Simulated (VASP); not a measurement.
# Si3N4: single point with PBE

Crystal: Si3N4.

```xyz
14
Lattice="-3.2374 3.2374 3.2697 3.2374 -3.2374 3.2697 3.2374 3.2374 -3.2697" Properties=species:S:1:pos:R:3 pbc="T T T"
Si    2.4315    3.2374   -1.6349
Si   -1.6187    2.4246    3.2697
Si    0.8059    3.2374    1.6349
Si    1.6187    0.8128    3.2697
Si    3.2374   -1.6187    2.4523
Si    3.2374    1.6187    0.8174
N     1.8227    1.8197    1.8425
N     0.2010   -0.2040    3.0621
N     1.4147    4.6550   -1.4272
N     3.0363    0.2040   -0.2076
N    -1.4147    1.4176    4.6970
N     0.2010    0.2040    0.2076
N     4.6520   -1.4176    1.4272
N    -0.2010    3.0333    0.2076
```

This cell differs from its parent crystal: z stretched by +1 %, then relaxed in part.

```
Program                : VASP 6.6.1
Task                   : single point
Functional             : PBE
Potentials or basis    : VASP PAW PBE potentials, release 64 (Si, N)
Cutoff                 : 520 eV
k mesh                 : 6 × 6 × 6
Occupations            : fermi-dirac, width 0.02 eV
Spin                   : no spin polarisation
Dipole correction      : no
Further INCAR settings : ALGO = Normal; EDIFF = 1e-07; NBANDS = 45
```

* Pressure: -1.0 GPa
* Largest force: 0.006 eV/Å
* Band gap on the k mesh: 4.02 eV (least direct gap 4.21 eV)

Forces on the atoms (eV/Å):
```
Si   0.001  0.000  0.000
Si   0.000 -0.001  0.000
Si  -0.001  0.000  0.000
Si   0.000  0.001  0.000
Si   0.000  0.000  0.000
Si   0.000  0.000  0.000
N    0.001  0.003  0.004
N    0.003 -0.001 -0.004
N   -0.001 -0.003  0.004
N   -0.003  0.001 -0.004
N    0.001 -0.003 -0.004
N    0.003  0.001  0.004
N   -0.001  0.003 -0.004
N   -0.003 -0.001  0.004
```

Stress tensor (GPa, compression positive):
```
-0.37  0.00  0.00
 0.00 -0.37  0.00
 0.00  0.00 -2.17
```

Levels at points of the mesh, in eV from the valence-band top:
```
           k point  band 28  band 29  band 30  band 31  band 32  band 33  band 34  band 35  band 36  band 37
(0.00, 0.00, 0.00)    -1.90    -0.17    -0.16    -0.16    -0.06     4.55     4.59     4.59     4.59     4.62
(0.50, 0.00, 0.00)    -1.96    -1.26    -1.26    -0.02    -0.01     4.93     4.96     5.86     5.88     6.24
(0.50, 0.50, 0.00)    -1.98    -1.27    -1.27    -0.02    -0.02     4.93     4.93     5.82     5.82     6.32
(0.50, 0.50, 0.50)    -1.88    -1.86    -1.86    -1.18    -1.18     5.35     5.35     5.37     5.37     5.40
```

Run time: 2.2 min on 1 thread of Intel(R) Xeon(R) Platinum 8488C (Sapphire Rapids) (shared host), peak memory 0.32 GiB.

Caveat: the cell differs from its parent crystal (z stretched by +1 %, then relaxed in part). A k mesh can miss the band edges.
